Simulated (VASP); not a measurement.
Write the native input for VASP 6.6.1 that does the following.

| Quantity | Value |
| --- | --- |
| Task | single point |
| Functional | PBE |
| Potentials or basis | VASP PAW PBE potentials, release 64 (Mo_sv, S) |
| Cutoff | 520 eV |
| k mesh | 10 × 10 × 10 |
| Occupations | gaussian, width 0.01 eV |
| Spin | no spin polarisation |
| Dipole correction | no |
| Further INCAR settings | ALGO = Normal; EDIFF = 1e-07; NBANDS = 20 |

The structure of MoS2 lies in POSCAR:

```
MoS2
1.0
    1.5875907341      0.9165959377      6.1939395585
   -1.5875907341      0.9165959377      6.1939395585
    0.0000000000     -1.8331918754      6.1939395585
Mo S
1 2
Direct
   -0.0000146006     -0.0000146006     -0.0000146006
    0.4170015125      0.4170015125      0.4170015125
    0.2496797548      0.2496797548      0.2496797548
```

The input as run:

INCAR

```
SYSTEM = MoS2
PREC = Accurate
ENCUT = 520
EDIFF = 1E-7
ISMEAR = 0
SIGMA = 0.01
LREAL = .False.
LASPH = .True.
NELM = 60
ALGO = Normal
ISIF = 2
LWAVE = .False.
LCHARG = .True.
GGA = PE
LELF = .True.
LVHAR = .True.
NBANDS = 20
```

KPOINTS

```
regular mesh
0
Gamma
  10 10 10
  0 0 0
```

Potentials or basis: VASP PAW PBE potentials, release 64 (Mo_sv, S).

Launch:

```sh
$ cat potpaw_PBE.64/Mo_sv/POTCAR potpaw_PBE.64/S/POTCAR > POTCAR
$ mpirun -np 1 vasp_std > vasp.out
```

It gave:

The pressure is 2.3 GPa, the largest force is 0.098 eV/Å and the band gap on the k mesh is 0.99 eV (least direct gap 1.93 eV).

It took 9.6 min on 1 thread of Intel Xeon 8259CL (shared host), peak memory 0.38 GiB.
